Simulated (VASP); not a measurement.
Input of a VASP 6.6.1 run:

The input INCAR:

```
ALGO = Normal
EDIFF = 1E-6
ENCUT = 520
GGA = PS
ISIF = 2
ISMEAR = 0
ISPIN = 2
LASPH = True
LCHARG = False
LMAXMIX = 4
LORBIT = 11
LREAL = False
LWAVE = False
MAGMOM = 0 2.55
NBANDS = 21
NELM = 150
PREC = Accurate
SIGMA = 0.15
```

KPOINTS

```
k-points
0
Gamma
  18 18 12
```

The input POSCAR:

```
ZnFe
1.0
    2.5416021500      0.0000000000      0.0000000000
    0.0000000000      2.5416021500      0.0000000000
    0.0000000000      0.0000000000      3.8701513400
Zn Fe
1 1
Direct
    0.5000000000      0.5000000000      0.5000000000
    0.0000000000      0.0000000000      0.0000000000
```

Potentials or basis: VASP PAW PBE potentials, release 64 (Zn, Fe).

The run is started by

```sh
$ cat potpaw_PBE.64/Zn/POTCAR potpaw_PBE.64/Fe/POTCAR > POTCAR
$ mpirun -np 1 vasp_std > vasp.out
```

**Question.** Predict the site moments.

**Answer.** Zn -0.06; Fe +2.39 μB.

**Question.** Estimate the pressure.

**Answer.** -5.0 GPa.

**Question.** Estimate the net moment.

**Answer.** 2.33 μB per cell.

Stress tensor (GPa, compression positive):
```
-4.43  0.00  0.00
 0.00 -4.43  0.00
 0.00  0.00 -6.06
```

Caveat: the cell stands under tension; the PAW data sets were made with another functional, which shifts forces and pressure a little.
